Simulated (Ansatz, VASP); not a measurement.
# La3Mg in VASP and in Ansatz

INCAR

```
SYSTEM = La3Mg
PREC = Accurate ; ENCUT = 520
EDIFF = 1E-6 ; ISMEAR = -1
SIGMA = 0.08 ; LREAL = .False.
LASPH = .True. ; NELM = 100
ALGO = Normal ; ISIF = 2
LWAVE = .False. ; LCHARG = .False.
GGA = CA ; NBANDS = 26
```

Contents of KPOINTS:

```
regular mesh
0
Gamma
  10 10 10
  0 0 0
```

The input POSCAR:

```
La3Mg
1.0
   -2.4492289084      2.4492289084      4.9985276536
    2.4492289084     -2.4492289084      4.9985276536
    2.4492289084      2.4492289084     -4.9985276536
La Mg
3 1
Direct
    0.5000000000      0.5000000000      0.0000000000
    0.2500000000      0.7500000000      0.5000000000
    0.7500000000      0.2500000000      0.5000000000
    0.0000000000      0.0000000000      0.0000000000
```

Input for Ansatz:

```yaml
crystal:
  lattice:
    - [-2.44922890835, 2.44922890835, 4.99852765355]
    - [2.44922890835, -2.44922890835, 4.99852765355]
    - [2.44922890835, 2.44922890835, -4.99852765355]
  atoms:
    - { symbol: La, position: [0.5, 0.5, 0.0] }
    - { symbol: La, position: [0.25, 0.75, 0.5] }
    - { symbol: La, position: [0.75, 0.25, 0.5] }
    - { symbol: Mg, position: [0.0, 0.0, 0.0] }
kpoints:
  mp_grid: { grid: [10, 10, 10] }
scf:
  occupations: { method: fermi_dirac, width: 0.08 }
hamiltonian:
  xc: lda
  pseudopotentials: { kind: all_electron, lapw: { basis_error: 0.001 } }
output:
  forces: true
  stress: true
  eigenvalues: true
  eigenstates:
    nscf_kmesh: { grid: [12, 12, 12] }
    de_dk: true
    e_range: [-14, 14]
  optics:
    e_range: [0, 30]
    de: 0.2
    sigma: 0.2
    bands: { spectra_wanted_up_to: 30 }
    nscf_kmesh: { grid: [12, 12, 12] }
    drude_damping: 0.03
checkpoint:
  write: ck
  write_wavefunctions: false
```

Alike in both runs: task single point; functional LDA; k mesh 10 × 10 × 10; occupations fermi-dirac, width 0.08 eV; no spin polarisation.

```csv
,VASP,Ansatz
version,VASP 6.6.1,Ansatz 0.2.0
potentials or method,"VASP PAW LDA potentials, release 64 (La, Mg), cutoff 520 eV","all-electron LAPW, scalar-relativistic"
```

```csv
,VASP,Ansatz,Ansatz less VASP
pressure (GPa),-0.2,0.1,+0.26
"traceless stress, the component that is largest in VASP (GPa)",-0.06,-0.04,+0.013
```

LDA's correlation is that of Perdew and Zunger in VASP and of Perdew and Wang (1992) in Ansatz. Ansatz ran all-electron here, and VASP with PAW potentials. Ansatz's warnings: optics on partly filled bands.

Spin-orbit coupling is off throughout.
